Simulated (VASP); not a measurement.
Set up this calculation in VASP 6.6.1, as the native input.

| Property | Result |
| --- | --- |
| Task | dielectric tensor |
| Functional | PBE |
| Potentials or basis | VASP PAW PBE potentials, release 64 (Ca_sv, Se) |
| Cutoff | 520 eV |
| k mesh | 6 × 6 × 6 |
| Occupations | gaussian, width 0.01 eV |
| Spin | no spin polarisation |
| Dipole correction | no |
| Further INCAR settings | ALGO = Normal; EDIFF = 1e-08 |

The structure of CaSe lies in POSCAR:

```
CaSe
1.0
    0.0000000000      3.2795613671      3.2795613671
    3.2795613671      0.0000000000      3.2795613671
    3.2795613671      3.2795613671      0.0000000000
Ca Se
1 1
Direct
    0.0000000000      0.0000000000      0.0000000000
    0.2500000000      0.2500000000      0.2500000000
```

These files were run (other wordings do the same):

INCAR

```
SYSTEM = CaSe
PREC     = Accurate       ! precision mode
ENCUT    = 520            ! plane-wave cutoff, eV
EDIFF    = 1E-8           ! SCF threshold, eV
ISMEAR   = 0              ! smearing method
SIGMA    = 0.01           ! smearing width, eV
LREAL    = .False.        ! projectors in reciprocal space
LASPH    = .True.         ! aspherical terms in the spheres
NELM     = 80             ! most SCF steps
ALGO     = Normal         ! electronic algorithm
ISIF     = 2              ! what is computed and relaxed
LWAVE    = .False.        ! write WAVECAR
LCHARG   = .False.        ! write CHGCAR
GGA      = PE             ! functional
LEPSILON = .True.         ! dielectric tensor by DFPT
```

KPOINTS

```
regular mesh
0
Gamma
  6 6 6
  0 0 0
```

Potentials or basis: VASP PAW PBE potentials, release 64 (Ca_sv, Se).

Launch:

```bash
$ cat potpaw_PBE.64/Ca_sv/POTCAR potpaw_PBE.64/Se/POTCAR > POTCAR
$ mpirun -np 1 vasp_std > vasp.out
```

It gave:

| Quantity | Value |
| --- | --- |
| Band gap on the k mesh | 3.21 eV (least direct gap 3.30 eV) |
| Electronic dielectric tensor (diagonal) | 3.89 |
| Born charges (mean of the diagonal) | Ca +1.95; Se -1.95 e |

Caveat: the structure was generated, so it needn't be the stable form of CaSe.

It took 11 min on 1 thread of Oxide Virtual Turin-like Processor (shared host), peak memory 0.27 GiB.
